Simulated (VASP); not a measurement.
ZnS, 4 atoms in the cell. Symmetry: P4_2/mmc, No. 131, tetragonal system. The conventional cell has a = 3.998 Å, b = 3.998 Å, c = 5.653 Å, α = 90.00°, β = 90.00°, γ = 90.00°. Within 3.2 Å of Zn (site symmetry -4m2) lie 4 S at 2.45 Å and 2 Zn at 2.83 Å. S (site symmetry mmm) has 4 Zn at 2.45 Å within 3.2 Å.  This cell differs from its parent crystal: atoms taken out.

* Program: VASP 6.6.1
* Task: relaxation of cell and atoms
* Functional: PBE
* Potentials or basis: VASP PAW PBE potentials, release 64 (Zn, S)
* Cutoff: 600 eV
* k mesh: 4 × 4 × 4
* Occupations: gaussian, width 0.1 eV
* Spin: no spin polarisation
* Dipole correction: no
* Further INCAR settings: ALGO = Normal; EDIFF = 1e-06; IBRION = 2; EDIFFG = -0.04; NSW = 90; ISIF = 3

Potentials or basis: VASP PAW PBE potentials, release 64 (Zn, S).

Run with:

```bash
$ cat potpaw_PBE.64/Zn/POTCAR potpaw_PBE.64/S/POTCAR > POTCAR
$ mpirun -np 1 vasp_std > vasp.out
```

Hardware: 1 thread of Intel Xeon 8259CL, on a shared host.

**Question.** How long does it take, and how much memory?

**Answer.** Wall time 7.2 min on 1 thread of Intel Xeon 8259CL (shared host), peak memory 0.24 GiB. Counts: scf iterations 57, k points 18, ion steps 6.
